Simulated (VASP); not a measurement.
Wanted: the native input for a VASP 6.6.1 run.

```yaml
Task: single point
Functional: r2SCAN
Potentials_or_basis: VASP PAW PBE potentials, release 64 (C)
Cutoff: 520 eV
k_mesh: 15 × 15 × 5
Occupations: fermi-dirac, width 0.03 eV
Spin: no spin polarisation
Dipole_correction: no
Further_INCAR_settings: ALGO = Normal; EDIFF = 1e-06; NBANDS = 16
```

The system is C.

```
CELL_PARAMETERS angstrom
2.45591 0.00000 0.00000
-1.22796 2.12688 0.00000
0.00000 0.00000 7.01063
ATOMIC_POSITIONS crystal
C 0.00000 0.00000 0.25000
C 0.00000 0.00000 0.75000
C 0.33333 0.66667 0.25000
C 0.66667 0.33333 0.75000
```

These files were run (other wordings do the same):

POSCAR

```
C
1.0
    2.4559134450      0.0000000000      0.0000000000
   -1.2279567225      2.1268834329      0.0000000000
    0.0000000000      0.0000000000      7.0106290262
C
4
Direct
    1.0000000000      1.0000000000      0.2500000000
    0.0000000000      0.0000000000      0.7500000000
    0.3333333333      0.6666666667      0.2500000000
    0.6666666667      0.3333333333      0.7500000000
```

INCAR.step1

```
SYSTEM = C
  ALGO = Normal
  EDIFF = 1E-4
  ENCUT = 520
  GGA = PE
  ISMEAR = -1
  LASPH = .True.
  LCHARG = .False.
  LREAL = .False.
  LWAVE = .True.
  NBANDS = 16
  NELM = 60
  PREC = Accurate
  SIGMA = 0.03
```

INCAR.step2

```
SYSTEM = C
  ALGO = Normal
  EDIFF = 1E-6
  ENCUT = 520
  ISIF = 2
  ISMEAR = -1
  ISTART = 1
  LASPH = .True.
  LCHARG = .False.
  LMIXTAU = .True.
  LREAL = .False.
  LWAVE = .False.
  METAGGA = R2SCAN
  NBANDS = 16
  NELM = 60
  PREC = Accurate
  SIGMA = 0.03
```

KPOINTS

```
k-points
0
Gamma
  15 15 5
  0 0 0
```

Potentials or basis: VASP PAW PBE potentials, release 64 (C).

Launch:

```console
$ cat potpaw_PBE.64/C/POTCAR > POTCAR
$ cp INCAR.step1 INCAR
$ mpirun -np 1 vasp_std > vasp.out
$ cp INCAR.step2 INCAR
$ mpirun -np 1 vasp_std > vasp.out
```

Results of the run:

```yaml
Pressure: 0.7 GPa
Band_gap_on_the_k_mesh: zero (band 8 reaches 4.31 eV, above the bottom of band 9 at 4.30 eV)
```

Caveat: the PAW data sets were made with another functional, which shifts forces and pressure a little.

It took 62 s on 1 thread of Intel(R) Xeon(R) 6975P-C (Granite Rapids) (shared host), peak memory 0.16 GiB.
